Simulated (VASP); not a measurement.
Wanted: the native input for a VASP 6.6.1 run.

```yaml
Task: single point
Functional: HSE06
Potentials_or_basis: VASP PAW PBE potentials, release 64 (Mo_sv, I)
Cutoff: 520 eV
k_mesh: 4 × 4 × 3
Occupations: methfessel-paxton, width 0.05 eV
Spin: no spin polarisation
Dipole_correction: no
Grid_for_exact_exchange_PRECFOCK: Normal
Further_INCAR_settings: ALGO = Normal; EDIFF = 1e-06; NBANDS = 18
Share_of_exact_exchange: 0.25
Screening_parameter: 0.2079 1/Å
```

The system is MoI.

```
Mo I
1.0
     3.62326    0.00000    0.00000
     0.00000    3.62326    0.00000
     0.00000    0.00000    5.04208
Mo I
1 1
Direct
  0.50000 0.50000 0.50000
  0.00000 0.00000 0.50000
```

The input as run:

POSCAR

```
MoI
1.0
    3.6232628200      0.0000000000      0.0000000000
    0.0000000000      3.6232628200      0.0000000000
    0.0000000000      0.0000000000      5.0420814100
Mo I
1 1
Direct
    0.5000000000      0.5000000000      0.5000000000
    0.0000000000      0.0000000000      0.5000000000
```

INCAR.step1

```
PREC = Accurate ; ENCUT = 520
EDIFF = 1E-5 ; ISMEAR = 1
SIGMA = 0.05 ; LREAL = F
LASPH = T ; NELM = 80
ALGO = Normal ; ISIF = 2
LWAVE = T ; NBANDS = 18
GGA = PE
```

INCAR.step2

```
PREC = Accurate ; ENCUT = 520
EDIFF = 1E-6 ; ISMEAR = 1
SIGMA = 0.05 ; LREAL = F
LASPH = T ; NELM = 80
ALGO = Normal ; ISIF = 2
LWAVE = F ; LCHARG = T
GGA = PE ; LHFCALC = T
HFSCREEN = 0.2079 ; PRECFOCK = Normal
LELF = T ; LVHAR = T
NBANDS = 18 ; ISTART = 1
```

KPOINTS

```
Automatic mesh
0
Gamma
  4 4 3
```

Potentials or basis: VASP PAW PBE potentials, release 64 (Mo_sv, I).

Run with:

```console
$ cat potpaw_PBE.64/Mo_sv/POTCAR potpaw_PBE.64/I/POTCAR > POTCAR
$ cp INCAR.step1 INCAR
$ mpirun -np 1 vasp_std > vasp.out
$ cp INCAR.step2 INCAR
$ mpirun -np 1 vasp_std > vasp.out
```

It gave:

| Quantity | Value |
| --- | --- |
| Pressure | 8.0 GPa |
| Band gap on the k mesh | zero (an odd number of electrons rules out a gap without spin polarisation) |

Caveat: the k points lie up to 0.43 Å⁻¹ apart, too coarse for converged energies and pressures of a metal; the PAW data sets were made with another functional, which shifts forces and pressure a little; spin-orbit coupling is left out, which moves the levels of the heavy elements; an odd number of electrons without spin polarisation forces a metal; a magnetic or distorted state may lie lower.

Wall time 17 min on 1 thread of Intel(R) Xeon(R) Platinum 8375C CPU @ 2.90GHz (Ice Lake), on a shared host, peak memory 0.29 GiB.
